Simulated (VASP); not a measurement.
# Hf2Tl3Pb2S8 (a cell with a defect) in VASP: a series of runs

Hf2Tl3Pb2S8 (a cell with a defect) is run at these levels: PBE; tasks: single point.

Everything below comes from runs of VASP 6.6.1. Logs are shortened: lines on timing, memory, paths and dates and some standing lists are left out, and cuts for length are marked.

### Step 1. The cell of the first run

The cell holds a defect, 15 atoms: a = 8.760 Å, b = 8.760 Å, c = 6.710 Å, α = 106.94°, β = 106.94°, γ = 56.00°.

### Step 2. Single point, PBE

INCAR reads:

```
PREC = Accurate ; ENCUT = 520
EDIFF = 1E-7 ; ISMEAR = -1
SIGMA = 0.05 ; LREAL = Auto
LASPH = T ; NELM = 80
ALGO = Normal ; ISIF = 2
LWAVE = F ; LCHARG = T
GGA = PE ; LELF = T
LVHAR = T ; NBANDS = 80
NELECT = 136.0
```

KPOINTS reads:

```
regular mesh
0
Gamma
  2 2 2
```

POSCAR reads:

```
Hf2Tl3Pb2S8
1.0
    7.7347500000     -4.1127500000      0.0000000000
    7.7347500000      4.1127500000      0.0000000000
   -2.2139820000      0.0000000000      6.3345410000
Hf Tl Pb S
2 3 2 8
Direct
    0.8628754804      0.1336796868      0.2332923569
    0.1576876129      0.8673830722      0.7673799885
    0.8889170626      0.6065026197      0.2309401739
    0.1404724975      0.3438400740      0.7879181775
    0.6086350717      0.9080940712      0.7399431151
    0.3934365869      0.6245228431      0.2536884677
    0.6238281969      0.3557350718      0.6816121326
    0.9716123419      0.1973372219     -0.0185490946
    0.8467511482     -0.0507748381      0.5075821595
    0.0304565650      0.7863741384      1.0294037090
    0.2112222704      0.9866888074      0.5108183845
    0.7755332595      0.4475775121      0.4888278409
    0.5416507955      0.2705912854      0.0564997527
    0.2479960752      0.5488896379      0.5368660492
    0.4720364295      0.7541347821      0.9726040135
```

Potentials or basis: VASP PAW PBE potentials, release 64 (Hf_pv, Tl_d, Pb_d, S).

Started as:

```console
cat potpaw_PBE.64/Hf_pv/POTCAR potpaw_PBE.64/Tl_d/POTCAR potpaw_PBE.64/Pb_d/POTCAR potpaw_PBE.64/S/POTCAR > POTCAR
mpirun -np 1 vasp_std > vasp.out
```

OUTCAR:

```text
PREC = Accurate
   ENCUT = 520
   EDIFF = 1E-7
   ISMEAR = -1
   LREAL = Auto
   LASPH = T
   NELM = 80
   ISIF = 2
   GGA = PE
   NELECT = 136.0

 ion  position               nearest neighbor table
   1  0.863  0.134  0.233-  13 2.42   8 2.48  12 2.60  10 2.65  11 2.85   9 2.86   7 3.60   6 3.95

   2  0.158  0.867  0.767-  15 2.45  11 2.52  14 2.56   9 2.60   8 2.60  10 2.76   6 3.83   6 3.95

   3  0.889  0.607  0.231-   9 2.92  14 3.07  12 3.14  10 3.20  15 3.22   8 3.24   4 3.63   5 4.12
                             5 4.13
   4  0.140  0.344  0.788-  11 2.96  12 3.02   8 3.12  13 3.24  14 3.40  10 3.41   3 3.63   5 3.75

   5  0.609  0.908  0.740-  13 3.11  11 3.13  15 3.13   9 3.16  10 3.34   4 3.75   3 4.12   3 4.13
                             7 4.13
   6  0.393  0.625  0.254-  13 2.68  10 2.79  15 2.86  11 2.89  12 2.94  14 2.96   7 3.62   2 3.83
                             1 3.95   2 3.95
   7  0.624  0.356  0.682-  12 2.63  14 2.74   8 2.93   9 3.00  15 3.18  13 3.19   1 3.60   6 3.62
                             5 4.13
   8  0.972  0.197  0.981-   1 2.48   2 2.60   7 2.93   4 3.12   3 3.24
   9  0.847  0.949  0.508-   2 2.60   1 2.86   3 2.92   7 3.00   5 3.16
  10  0.030  0.786  0.029-   1 2.65   2 2.76   6 2.79   3 3.20   5 3.34   4 3.41
  11  0.211  0.987  0.511-   2 2.52   1 2.85   6 2.89   4 2.96   5 3.13
  12  0.776  0.448  0.489-   1 2.60   7 2.63   6 2.94   4 3.02   3 3.14
  13  0.542  0.271  0.056-   1 2.42   6 2.68   5 3.11   7 3.19   4 3.24
  14  0.248  0.549  0.537-   2 2.56   7 2.74   6 2.96   3 3.07   4 3.40
  15  0.472  0.754  0.973-   2 2.45   6 2.86   5 3.13   7 3.18   3 3.22

  LATTYP: Found a base centered monoclinic cell.
 ALAT       =    15.4695000000
 B/A-ratio  =     0.5317237144
 C/A-ratio  =     0.4337761396
 COS(beta)  =    -0.3299378571

  Lattice vectors:

 A1 = (   7.7347500000,  -4.1127500000,   0.0000000000)
 A2 = (   7.7347500000,   4.1127500000,   0.0000000000)
 A3 = (  -2.2139820000,   0.0000000000,   6.3345410000)

Analysis of symmetry for initial positions (statically):
=====================================================================
 Subroutine PRICEL returns:
 Original cell was already a primitive cell.

 Routine SETGRP: Setting up the symmetry group for a
 base centered monoclinic supercell.

 Subroutine GETGRP returns: Found  1 space group operations
 (whereof  1 operations were pure point group operations)
 out of a pool of  4 trial point group operations.

The static configuration has the point symmetry C_1 .

Analysis of symmetry for dynamics (positions and initial velocities):
=====================================================================
 Subroutine PRICEL returns:
 Original cell was already a primitive cell.

 Routine SETGRP: Setting up the symmetry group for a
 base centered monoclinic supercell.

 Subroutine GETGRP returns: Found  1 space group operations
 (whereof  1 operations were pure point group operations)
 out of a pool of  4 trial point group operations.

The dynamic configuration has the point symmetry C_1 .

 Subroutine INISYM returns: Found  1 space group operations
 (whereof  1 operations are pure point group operations),
 and found     1 'primitive' translations

----------------------------------------------------------------------------------------

                                     Primitive cell

  volume of cell :     403.0173

  direct lattice vectors                    reciprocal lattice vectors
     7.734750000 -4.112750000  0.000000000     0.064643330 -0.121573157  0.022593455
     7.734750000  4.112750000  0.000000000     0.064643330  0.121573157  0.022593455
    -2.213982000  0.000000000  6.334541000     0.000000000  0.000000000  0.157864635

  length of vectors
     8.760198064  8.760198064  6.710299992     0.139532279  0.139532279  0.157864635

  position of ions in fractional coordinates (direct lattice)
     0.862875480  0.133679687  0.233292357
     0.157687613  0.867383072  0.767379988
     0.888917063  0.606502620  0.230940174
     0.140472497  0.343840074  0.787918178
[... 37 lines left out ...]

 Generating k-lattice:

  Cartesian coordinates                     Fractional coordinates (reciprocal lattice)
     0.032321665 -0.060786578  0.011296728     0.500000000  0.000000000  0.000000000
     0.032321665  0.060786578  0.011296728     0.000000000  0.500000000  0.000000000
     0.000000000  0.000000000  0.078932317     0.000000000  0.000000000  0.500000000

  Length of vectors
     0.069766139  0.069766139  0.078932317

  Shift w.r.t. Gamma in fractional coordinates (k-lattice)
     0.000000000  0.000000000  0.000000000

 Subroutine IBZKPT returns following result:
 ===========================================

 Found      8 irreducible k-points:

 Following reciprocal coordinates:
            Coordinates               Weight
  0.000000  0.000000  0.000000      1.000000
  0.500000 -0.000000  0.000000      1.000000
[... 23 lines left out ...]
   NELM   =     80;   NELMIN=  2; NELMDL= -5     # of ELM steps
   EDIFF  = 0.1E-06   stopping-criterion for ELM
   LREAL  =      T    real-space projection
   EDIFFG = 0.1E-05   stopping-criterion for IOM
   NSW    =      0    number of steps for IOM
   IBRION =     -1    ionic relax: 0-MD 1-quasi-New 2-CG
   NFREE  =      0    steps in history (QN), initial steepest desc. (CG)
   ISIF   =      2    stress and relaxation
   ISYM   =      2    0-nonsym 1-usesym 2-fastsym
   POTIM  = 0.5000    time-step for ionic-motion
   TEBEG  =    0.0;   TEEND  =   0.0 temperature during run
   PSTRESS=    0.0 pullay stress
   NELECT =     136.0000    total number of electrons
   NUPDOWN=      -1.0000    fix difference up-down
   EMIN   =  10.00;   EMAX   =-10.00  energy-range for DOS
   EFERMI =   0.00;   METHOD = LEGACY
   ISMEAR =    -1;   SIGMA  =   0.05  broadening in eV -4-tet -1-fermi 0-gaus
   EFERMI_NEDOS =   21; number of points for ismear=-14 and -15
   IALGO  =     38    algorithm
   IMIX   =      4    mixing-type and parameters
     AMIX     =   0.40;   BMIX     =  1.00
     AMIX_MAG =   1.60;   BMIX_MAG =  1.00
  volume/ion in A,a.u.               =      26.87       181.31
  Fermi-wavevector in a.u.,A,eV,Ry     =   1.139759  2.153833 17.674672  1.299052
  Thomas-Fermi vector in A             =   2.276463
   LORBIT       =      0    0 simple, 1 ext, 2 COOP (PROOUT), +10 PAW based schemes
   GGA     = PE    functional components
   LHFCALC =     F    Hartree Fock is set to
   AEXX    =    0.0000 exact exchange contribution
   IVDW    =     0    specifies the selected vdW correction
   LEPSILON=     F    determine dielectric tensor
   LRPA    =     F    only Hartree local field effects (RPA)
 non-spin polarized calculation
  energy-cutoff  :      520.00
  volume of cell :      403.02
 maximum number of plane-waves:     10893
 NGX is ok and might be reduce to    70
   NGX = 33   NGY = 33   NGZ = 25

 number of electron     136.0000001 magnetization

 Free energy of the ion-electron system (eV)
  ---------------------------------------------------
  ext. energy  EPLUGINS =         0.00000000
  ---------------------------------------------------
  free energy    TOTEN  =       -74.86755060 eV

  energy without entropy =      -74.86754979  energy(sigma->0) =      -74.86755020

 E-fermi :   4.7006     XC(G=0):  -9.2133

 val. band max:        4.0244870984   @ k =   0.5000   0.5000   0.0000
 cond. band min:       5.3715325712   @ k =   0.0000   0.0000   0.5000
 fundamental gap:      1.3470454729
 Fermi energy:         4.7005919619

 k-point     1 :       0.0000    0.0000    0.0000
  band No.  band energies     occupation
      1     -27.3530      2.00000
      2     -27.3424      2.00000
      3     -27.2907      2.00000
      4     -26.9812      2.00000
      5     -26.9674      2.00000
      6     -26.9395      2.00000
[... 653 lines left out ...]
     79       7.2169      0.00000
     80       7.5147      0.00000

------------------------ aborting loop because EDIFF is reached ----------------------------------------

  FORCE on cell =-STRESS in cart. coord.  units (eV):
  Direction    XX          YY          ZZ          XY          YZ          ZX
  --------------------------------------------------------------------------------------
  -------------------------------------------------------------------------------------
  Total       12.3428719     13.1640739     13.2893877     -1.6767288     -1.0165897      1.3321637
  in kB       49.0685318     52.3331836     52.8313628     -6.6657598     -4.0414065      5.2959567
  external PRESSURE =      51.4110261 kB  Pullay stress =       0.0000000 kB

 VOLUME and BASIS-vectors are now :
 -----------------------------------------------------------------------------
  energy-cutoff  :      520.00
  volume of cell :      403.02
      direct lattice vectors                 reciprocal lattice vectors
     7.734750000 -4.112750000  0.000000000     0.064643330 -0.121573157  0.022593455
     7.734750000  4.112750000  0.000000000     0.064643330  0.121573157  0.022593455
    -2.213982000  0.000000000  6.334541000     0.000000000  0.000000000  0.157864635

 POSITION                                       TOTAL-FORCE (eV/Angst)
 -----------------------------------------------------------------------------------
      7.19160     -2.99900      1.47780        -0.104097     -1.245845      0.450601
      6.22970      2.91880      4.86100        -0.791354      0.108400     -0.327103
     11.05540     -1.16150      1.46290         0.124746     -0.060013     -0.022399
      2.00160      0.83640      4.99110         0.235028      0.149057     -0.003940
     10.09330      1.23160      4.68720         0.039935     -0.202233      0.036661
      7.31200      0.95040      1.60700         0.243489      0.687026      0.232534
      6.06760     -1.10260      4.31770        -0.951431     -0.145526      1.093495
      6.86862     -3.18440      6.21704        -0.008031     -0.343700      0.572181
     12.76765      0.42145      3.21530         0.621461      1.268711     -0.515727
      6.25288      3.10890      0.18626         0.449034      0.680999     -0.568681
      8.13460      3.18930      3.23580         0.130523      0.455800      0.113488
      8.37820     -1.34880      3.09650         0.637357     -0.542908     -0.734651
      6.15740     -1.11480      0.35790        -0.549930     -1.076796     -0.319930
      4.97510      1.23750      3.40080        -0.171634      0.277718      0.110821
      7.33080      1.16020      6.16100         0.094905     -0.010691     -0.117350
 -----------------------------------------------------------------------------------
    total drift:                               -0.001319     -0.004332      0.001568

  FREE ENERGIE OF THE ION-ELECTRON SYSTEM (eV)
  ---------------------------------------------------
  free  energy   TOTEN  =       -74.8675505999 eV

  energy  without entropy=      -74.8675497905  energy(sigma->0) =      -74.86755020
```

It took 5.9 min on 1 thread of Intel Xeon 6975P-C (Granite Rapids), shared host; peak memory 0.62 GiB.

What came out:

```
Free energy   : -74.8676 eV
Largest force : 1.504 eV/Å
```

Forces in eV/Å, atoms in the order of the input:
```
Hf  -0.104 -1.246  0.451
Hf  -0.791  0.108 -0.327
Tl   0.125 -0.060 -0.022
Tl   0.235  0.149 -0.004
Tl   0.040 -0.202  0.037
Pb   0.243  0.687  0.233
Pb  -0.951 -0.146  1.093
S   -0.008 -0.344  0.572
S    0.621  1.269 -0.516
S    0.449  0.681 -0.569
S    0.131  0.456  0.113
S    0.637 -0.543 -0.735
S   -0.550 -1.077 -0.320
S   -0.172  0.278  0.111
S    0.095 -0.011 -0.117
```

Levels at points of the mesh, in eV from the Fermi level:
```
           k point  band 66  band 67  band 68  band 69  band 70  band 71
(0.00, 0.00, 0.00)    -1.65    -1.51    -1.35     0.72     1.23     1.37
(0.50, 0.00, 0.00)    -1.11    -1.08    -0.72     0.99     1.07     1.58
(0.00, 0.50, 0.00)    -1.22    -1.03    -0.82     0.99     1.18     1.44
(0.50, 0.50, 0.00)    -1.46    -1.24    -0.68     1.01     1.38     1.47
(0.00, 0.00, 0.50)    -1.55    -1.35    -1.17     0.67     1.15     1.23
(0.50, 0.00, 0.50)    -1.59    -1.03    -0.90     1.16     1.21     1.31
(0.00, 0.50, 0.50)    -1.48    -1.21    -0.79     1.01     1.21     1.25
(0.50, 0.50, 0.50)    -1.71    -1.61    -1.42     0.83     1.08     1.51
```

Caveat: the k points lie up to 0.50 Å⁻¹ apart; the cell carries a net charge on a neutralising background, which shifts energy and pressure; the cell is charged against a uniform background, so pressure and absolute levels hang on convention; spin-orbit coupling is left out, which moves the levels of the heavy elements.

### Step 3. Single point, PBE

INCAR reads:

```
PREC = Accurate
ENCUT = 520
EDIFF = 1E-7
ISMEAR = -1
SIGMA = 0.05
LREAL = Auto
LASPH = True
NELM = 60
ALGO = Normal
ISIF = 2
LWAVE = False
LCHARG = False
GGA = PE
NBANDS = 80
NELECT = 136.0
```

KPOINTS is that of step 2.

POSCAR reads:

```
Hf2Tl3Pb2S8
1.0
    7.7347500000     -4.1127500000      0.0000000000
    7.7347500000      4.1127500000      0.0000000000
   -2.2139820000      0.0000000000      6.3345410000
Hf Tl Pb S
2 3 2 8
Direct
    0.8942534403      0.0964660717      0.2469160749
    0.1401666121      0.8689247423      0.7677430772
    0.8693718238      0.6136062168      0.2302929289
    0.1514186003      0.3144968327      0.7934750126
    0.5986554065      0.9172500209      0.7210309318
    0.3706377260      0.6278378962      0.2673279721
    0.6319889630      0.3408941967      0.6828908361
    0.9694994926      0.1985797917     -0.0084457579
    0.8351007965     -0.0101973616      0.5255787278
    0.0165558589      0.7783575731      1.0099705725
    0.2298809656      0.9473327922      0.5184116734
    0.7676918740      0.4617165533      0.4853548189
    0.5668068820      0.2120077817      0.0654191046
    0.2242375392      0.5605332051      0.5501424649
    0.4553819863      0.7822678899      0.9984780271
```

Potentials or basis: VASP PAW PBE potentials, release 64 (Hf_pv, Tl_d, Pb_d, S).

Started as:

```console
cat potpaw_PBE.64/Hf_pv/POTCAR potpaw_PBE.64/Tl_d/POTCAR potpaw_PBE.64/Pb_d/POTCAR potpaw_PBE.64/S/POTCAR > POTCAR
mpirun -np 1 vasp_std > vasp.out
```

Run time: 6.1 min. Hardware: 1 thread of Intel Xeon 6975P-C (Granite Rapids), shared host; peak memory 0.62 GiB.

It converged, with:

* Free energy: -74.7324 eV
* Largest force: 1.910 eV/Å

Forces in eV/Å, atoms in the order of the input:
```
Hf  -0.103  0.680 -0.387
Hf  -0.305 -1.078  1.276
Tl  -0.031  0.069 -0.022
Tl   0.334  0.327 -0.024
Tl  -0.179 -0.529  0.193
Pb  -0.068 -0.999 -0.934
Pb   0.027  1.070  1.304
S    0.064 -0.239  0.576
S   -0.553  0.052 -1.357
S    0.322  0.490  0.007
S    1.134  1.473 -0.436
S   -0.290 -0.983 -0.275
S    0.432 -0.298  0.468
S   -0.311 -0.287 -0.024
S   -0.473  0.251 -0.364
```

Levels at points of the mesh, in eV from the Fermi level:
```csv
k point,band 64,band 65,band 66,band 67,band 68,band 69,band 70,band 71,band 72,band 73
"(0.00, 0.00, 0.00)",-1.81,-1.75,-1.56,-1.47,-1.19,0.87,1.23,1.28,1.46,1.60
"(0.50, 0.00, 0.00)",-1.74,-1.48,-1.30,-1.18,-0.75,1.15,1.16,1.44,1.49,1.78
"(0.00, 0.50, 0.00)",-1.69,-1.58,-1.34,-0.99,-0.88,1.10,1.22,1.41,1.61,1.81
"(0.50, 0.50, 0.00)",-1.65,-1.53,-1.41,-1.24,-0.66,1.20,1.29,1.38,1.47,1.88
"(0.00, 0.00, 0.50)",-1.88,-1.55,-1.39,-1.31,-1.20,0.65,1.05,1.34,1.59,1.70
"(0.50, 0.00, 0.50)",-1.64,-1.53,-1.45,-1.03,-0.91,1.14,1.29,1.44,1.56,1.62
"(0.00, 0.50, 0.50)",-1.65,-1.61,-1.45,-1.16,-0.80,1.05,1.26,1.39,1.55,1.80
"(0.50, 0.50, 0.50)",-1.83,-1.75,-1.51,-1.36,-1.25,0.87,1.10,1.45,1.61,1.76
```

Caveat: the k points lie up to 0.50 Å⁻¹ apart; the cell carries a net charge on a neutralising background, which shifts energy and pressure; the cell is charged against a uniform background, so pressure and absolute levels hang on convention; spin-orbit coupling is left out, which moves the levels of the heavy elements.

### Step 4. Single point, PBE

INCAR reads:

```
PREC = Accurate
ENCUT = 520
EDIFF = 1E-6
ISMEAR = -1
SIGMA = 0.05
LREAL = Auto
LASPH = True
NELM = 80
ALGO = Normal
ISIF = 2
LWAVE = False
LCHARG = True
GGA = PE
LELF = True
LVHAR = True
NBANDS = 80
NELECT = 136.0
```

KPOINTS reads:

```
Automatic mesh
0
Gamma
  2 2 2
```

POSCAR reads:

```
Hf2Tl3Pb2S8
1.0
    7.7347500000     -4.1127500000      0.0000000000
    7.7347500000      4.1127500000      0.0000000000
   -2.2139820000      0.0000000000      6.3345410000
Hf Tl Pb S
2 3 2 8
Direct
    0.8658274829      0.1106879777      0.2388018327
    0.1199831797      0.8631355717      0.7779095597
    0.8537406265      0.6119559325      0.2296298974
    0.1845253601      0.3212465321      0.8193016668
    0.6064050872      0.9280390304      0.7541351457
    0.3719654404      0.6051670695      0.2717166090
    0.6286471685      0.3553993416      0.7100119803
    0.9766892075      0.1913023009     -0.0297101242
    0.7857077599      0.0200400193      0.4995784225
   -0.0386346566      0.8189667050      0.9756508009
    0.1675153988      0.9715516276      0.4911958104
    0.7778627967      0.4446794036      0.4494879740
    0.5240894332      0.2627314610      0.0360720690
    0.1987219532      0.5473451372      0.5495267929
    0.4393370051      0.7453609551      0.9662420687
```

Started as:

```console
cat potpaw_PBE.64/Hf_pv/POTCAR potpaw_PBE.64/Tl_d/POTCAR potpaw_PBE.64/Pb_d/POTCAR potpaw_PBE.64/S/POTCAR > POTCAR
mpirun -np 1 vasp_std > vasp.out
```

Run time: 6.2 min. Hardware: 1 thread of Intel Xeon 6975P-C (Granite Rapids), shared host; peak memory 0.62 GiB.

The run converged. Its results:

| Item | Value |
| --- | --- |
| Free energy | -74.5411 eV |
| Largest force | 1.787 eV/Å |

Forces on the atoms (eV/Å):
```
Hf   0.979  0.601  0.322
Hf   0.928 -0.524 -1.434
Tl   0.372 -0.002 -0.197
Tl  -0.555  0.884 -0.680
Tl  -0.765 -0.111 -0.700
Pb   0.588  0.440  0.189
Pb   0.340  1.033  0.721
S   -0.152  0.253  1.079
S   -1.049 -0.662 -0.862
S   -0.973 -0.731  0.844
S    0.754 -0.097  0.222
S   -1.006 -0.005  0.111
S    0.355 -1.439  0.329
S    0.258 -0.120 -0.070
S   -0.072  0.479  0.128
```

Levels at points of the mesh, in eV from the Fermi level:
```csv
k point,band 65,band 66,band 67,band 68,band 69,band 70,band 71,band 72
"(0.00, 0.00, 0.00)",-1.69,-1.56,-1.44,-1.26,0.73,1.23,1.48,1.57
"(0.50, 0.00, 0.00)",-1.44,-1.13,-0.96,-0.72,1.11,1.36,1.42,1.51
"(0.00, 0.50, 0.00)",-1.49,-1.08,-0.86,-0.79,1.21,1.24,1.39,1.49
"(0.50, 0.50, 0.00)",-1.50,-1.41,-1.06,-0.61,1.07,1.35,1.45,1.85
"(0.00, 0.00, 0.50)",-1.58,-1.39,-1.20,-1.03,0.61,1.07,1.53,1.56
"(0.50, 0.00, 0.50)",-1.55,-1.43,-0.97,-0.87,1.15,1.24,1.51,1.56
"(0.00, 0.50, 0.50)",-1.46,-1.30,-1.12,-0.83,1.09,1.24,1.32,1.44
"(0.50, 0.50, 0.50)",-1.61,-1.56,-1.27,-1.16,1.06,1.16,1.52,1.62
```

Caveat: the k points lie up to 0.50 Å⁻¹ apart; the cell carries a net charge on a neutralising background, which shifts energy and pressure; the cell is charged against a uniform background, so pressure and absolute levels hang on convention; spin-orbit coupling is left out, which moves the levels of the heavy elements.
